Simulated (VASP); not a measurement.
Input of a VASP 6.6.1 run:

The input INCAR:

```
SYSTEM = MgO
ALGO = Normal
EDIFF = 1E-6
ENCUT = 600
GGA = PE
GGA_COMPAT = .FALSE.
ISIF = 2
ISMEAR = 0
LASPH = .TRUE.
LCHARG = .FALSE.
LREAL = .FALSE.
LWAVE = .FALSE.
NBANDS = 11
NELM = 120
PREC = Accurate
SIGMA = 0.01
```

File KPOINTS:

```
k-points
0
G
  3 3 3
  0 0 0
```

File POSCAR:

```
MgO
1.0
    0.0000000000      2.1060000000      2.1060000000
    2.1060000000      0.0000000000      2.1060000000
    2.1060000000      2.1060000000      0.0000000000
Mg O
1 1
Direct
    0.0000000000      0.0000000000      0.0000000000
    0.5100000000      0.5000000000      0.4950000000
```

Potentials or basis: VASP PAW PBE potentials, release 64 (Mg, O).

Launch:

```console
$ cat potpaw_PBE.64/Mg/POTCAR potpaw_PBE.64/O/POTCAR > POTCAR
$ mpirun -np 1 vasp_std > vasp.out
```

(1) Predict the largest force.

(2) What does it give for the band gap on the k mesh?

(3) Estimate the pressure.

Answers

(1) 0.140 eV/Å.

(2) 4.68 eV, direct.

(3) 4.2 GPa.

Caveat: the k points lie up to 0.86 Å⁻¹ apart.
